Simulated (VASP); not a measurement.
Write the native input for VASP 6.6.1 that does the following.

| Item | Value |
| --- | --- |
| Task | single point |
| Functional | LDA |
| Potentials or basis | VASP PAW LDA potentials, release 64 (Na_pv, Ti_sv, O) |
| Cutoff | 520 eV |
| k mesh | 10 × 10 × 10 |
| Occupations | fermi-dirac, width 0.03 eV |
| Spin | collinear spin |
| Starting moments | [0.0, 0.75, 0.0, 0.0] μB |
| Fixed moment | 0.75 μB |
| Dipole correction | no |
| Further INCAR settings | ALGO = Normal; EDIFF = 1e-07; NBANDS = 28 |

The structure of NaTiO2 lies in POSCAR:

```
NaTiO2
1.0
    1.5065914500      0.8698309792      5.3990454898
   -1.5065914500      0.8698309792      5.3990454898
    0.0000000000     -1.7396619584      5.3990454898
Na Ti O
1 1 2
Direct
    0.0000000000      0.0000000000      0.0000000000
    0.5000000000      0.5000000000      0.5000000000
    0.7638036100      0.7638036100      0.7638036100
    0.2361963900      0.2361963900      0.2361963900
```

One way to write it, as run:

INCAR

```
PREC = Accurate ; ENCUT = 520
EDIFF = 1E-7 ; ISMEAR = -1
SIGMA = 0.03 ; LREAL = False
LASPH = True ; NELM = 150
ALGO = Normal ; ISIF = 2
LWAVE = False ; LCHARG = False
ISPIN = 2 ; MAGMOM = 0 0.75 0 0
LORBIT = 11 ; NUPDOWN = 0.75
LMAXMIX = 4 ; NBANDS = 28
```

KPOINTS

```
regular mesh
0
Gamma
  10 10 10
```

Potentials or basis: VASP PAW LDA potentials, release 64 (Na_pv, Ti_sv, O).

Command:

```bash
$ cat potpaw_LDA.64/Na_pv/POTCAR potpaw_LDA.64/Ti_sv/POTCAR potpaw_LDA.64/O/POTCAR > POTCAR
$ mpirun -np 1 vasp_std > vasp.out
```

Results of the run:

- Pressure: -8.2 GPa
- Largest force: 0.313 eV/Å
- Net moment: 0.75 μB per cell
- Site moments: Na +0.00; Ti +0.60; O +0.01 μB
- Valence electrons inside the program's atomic spheres: Na 6.08; Ti 10.28; O 5.01

Caveat: the cell stands under tension; the total moment is fixed, so each spin has its own Fermi level.

It took 11 min on 1 thread of Intel(R) Xeon(R) Platinum 8488C (Sapphire Rapids) (shared host), peak memory 0.37 GiB.
